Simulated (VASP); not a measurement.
## Er5C: single point with PBE

The system is Er5C.

```xyz
6
Lattice="7.4950 0.0000 0.0000 -3.7475 6.4909 0.0000 0.0000 0.0000 3.4786" Properties=species:S:1:pos:R:3 pbc="T T T"
Er    1.7938    0.0000    1.7393
Er    2.8506    4.9374    1.7393
Er   -0.8969    1.5534    1.7393
Er    0.0000    4.3272    0.0000
Er    3.7475    2.1636    0.0000
C     0.0000    0.0000    0.0000
```

The cell was generated, and may not be a known phase.

| Property | Result |
| --- | --- |
| Program | VASP 6.6.1 |
| Task | single point |
| Functional | PBE |
| Potentials or basis | VASP PAW PBE potentials, release 64 (Er_3, C), 4f in core |
| Cutoff | 600 eV |
| k mesh | 6 × 6 × 12 |
| Occupations | gaussian, width 0.1 eV |
| Spin | no spin polarisation |

The pressure is 0.4 GPa and the largest force is 0.027 eV/Å. The band gap on the k mesh is zero (an odd number of electrons rules out a gap without spin polarisation).

Forces on the atoms (eV/Å):
```
Er   0.027  0.000  0.000
Er  -0.013 -0.023  0.000
Er  -0.013  0.023  0.000
Er   0.000  0.000  0.000
Er   0.000  0.000  0.000
C    0.000  0.000  0.000
```

Stress tensor (GPa, compression positive):
```
0.37 0.00 0.00
0.00 0.37 0.00
0.00 0.00 0.52
```

Levels at points of the mesh, in eV from the Fermi level:
| k point | band 20 | band 21 | band 22 | band 23 | band 24 | band 25 | band 26 | band 27 | band 28 | band 29 |
| --- | --- | --- | --- | --- | --- | --- | --- | --- | --- | --- |
| (0.00, 0.00, 0.00) | -2.17 | -1.91 | -0.96 | -0.96 | -0.91 | 0.48 | 0.48 | 1.01 | 1.01 | 1.15 |
| (0.50, 0.00, 0.00) | -2.35 | -1.93 | -1.63 | -0.84 | -0.57 | 0.30 | 0.36 | 0.62 | 0.67 | 1.06 |
| (0.00, 0.00, 0.50) | -1.71 | -0.85 | -0.85 | -0.75 | -0.06 | -0.06 | 0.00 | 0.00 | 0.33 | 1.25 |
| (0.50, 0.00, 0.50) | -1.37 | -1.36 | -0.86 | -0.79 | -0.35 | 0.00 | 0.28 | 0.37 | 0.49 | 0.77 |

Wall time 5.6 min on 1 thread of Intel(R) Xeon(R) Platinum 8488C (Sapphire Rapids), with other jobs on the host, peak memory 0.47 GiB.

Caveat: spin-orbit coupling is left out, which moves the levels of the heavy elements; the 4f electrons are frozen in the core, so they carry no moment and show no levels. Spin polarisation is off, so any magnetic state and its effect on volume and gap are missing.
